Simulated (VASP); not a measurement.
Here is a VASP 6.6.1 calculation.

File INCAR:

```
  PREC = Accurate
  ENCUT = 520
  EDIFF = 1E-7
  ISMEAR = 0
  SIGMA = 0.2
  LREAL = False
  LASPH = True
  NELM = 80
  ALGO = Normal
  ISIF = 2
  LWAVE = False
  LCHARG = False
  GGA = PE
  NBANDS = 61
```

The input KPOINTS:

```
regular mesh
0
Gamma
  8 8 2
```

Contents of POSCAR:

```
Ti5WC6
1.0
    3.0690641000      0.0000000000      0.0000000000
    0.0000000000      3.0690641000      0.0000000000
    0.0000000000      0.0000000000     12.9884296000
Ti W C
5 1 6
Direct
    0.0000000000      0.0000000000      0.8303970000
    0.5000000000      0.5000000000      0.6656260000
    0.0000000000      0.0000000000      0.5000000000
    0.5000000000      0.5000000000      0.3343740000
    0.0000000000      0.0000000000      0.1696030000
    0.5000000000      0.5000000000      0.0000000000
    0.0000000000      0.0000000000      0.6668030000
    0.5000000000      0.5000000000      0.5000000000
    0.0000000000      0.0000000000      0.3331970000
    0.5000000000      0.5000000000      0.1659060000
    0.0000000000      0.0000000000      0.0000000000
    0.5000000000      0.5000000000      0.8340940000
```

Potentials or basis: VASP PAW PBE potentials, release 64 (Ti_sv, W_sv, C).

Command:

```sh
$ cat potpaw_PBE.64/Ti_sv/POTCAR potpaw_PBE.64/W_sv/POTCAR potpaw_PBE.64/C/POTCAR > POTCAR
$ mpirun -np 1 vasp_std > vasp.out
```

(1) Predict the band gap on the k mesh.

(2) Predict the pressure.

Results:

(1) zero (bands 49 and 50 overlap by 1.43 eV).

(2) 0.4 GPa.

Caveat: spin-orbit coupling is left out, which moves the levels of the heavy elements.
